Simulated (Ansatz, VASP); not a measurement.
**One calculation of ZnS, two programs**

INCAR

```
SYSTEM = ZnS
PREC = Accurate
ENCUT = 520
EDIFF = 1E-8
ISMEAR = -1
SIGMA = 0.03
LREAL = .FALSE.
LASPH = .TRUE.
NELM = 80
ALGO = Normal
ISIF = 2
LWAVE = .FALSE.
LCHARG = .FALSE.
GGA = PS
LEFG = .TRUE.
NBANDS = 26
```

The input KPOINTS:

```
regular mesh
0
G
  8 8 5
  0 0 0
```

POSCAR

```
ZnS
1.0
    3.8109987816     -0.0190549939     -0.0190549939
   -1.9220014996      3.3099492556     -0.0069746118
   -0.0311700000     -0.0311700000      6.2340000000
Zn S
2 2
Direct
    0.3333333333      0.6666666667      0.0000000000
    0.6666666667      0.3333333333      0.5000000000
    0.3333333333      0.6666666667      0.3850000000
    0.6666666667      0.3333333333      0.8850000000
```

Input for Ansatz:

```yaml
crystal:
  lattice:
    - [3.8109987816, -0.0190549939, -0.0190549939]
    - [-1.9220014996, 3.3099492556, -0.0069746118]
    - [-0.03117, -0.03117, 6.234]
  atoms:
    - { symbol: Zn, position: [0.3333333333, 0.6666666667, 0.0] }
    - { symbol: Zn, position: [0.6666666667, 0.3333333333, 0.5] }
    - { symbol: S, position: [0.3333333333, 0.6666666667, 0.385] }
    - { symbol: S, position: [0.6666666667, 0.3333333333, 0.885] }
kpoints:
  mp_grid: { grid: [8, 8, 5] }
scf:
  occupations: { method: fermi_dirac, width: 0.03 }
hamiltonian:
  xc: pbesol
  pseudopotentials: { kind: all_electron, datasets: crystal }
output:
  forces: true
  stress: true
  eigenvalues: true
  efg: { contact_densities: true }
```

Change from the starting cell: equal xy, yz and zx shear strains of -1 %, crystal datasets.

Alike in both runs: task electric field gradients; functional PBEsol; k mesh 8 × 8 × 5; occupations fermi-dirac, width 0.03 eV; no spin polarisation.

|  | VASP | Ansatz |
| --- | --- | --- |
| version | VASP 6.6.1 | Ansatz 0.2.0 |
| potentials or method | VASP PAW PBE potentials, release 64 (Zn, S), cutoff 520 eV | all-electron PAW with datasets made for the crystal, scalar-relativistic |

```tsv
	VASP	Ansatz	Ansatz less VASP
gap on the k mesh at the Fermi level (eV)	2.08	2.08	-0.002
pressure (GPa)	-1.1	-1.3	-0.19
traceless stress, the component that is largest in VASP (GPa)	-1.24	-1.22	+0.017
rms of the force components (eV/Å)	0.185	0.184	-0.0015
size of Vzz on the site where it differs most (V/Å²)	19.3	18.0	-1.35
```

VASP's potentials were made for PBE, not for PBEsol. Atom by atom the forces differ by 0.002 eV/Å (rms over components). Ansatz ran all-electron here, and VASP with PAW potentials.
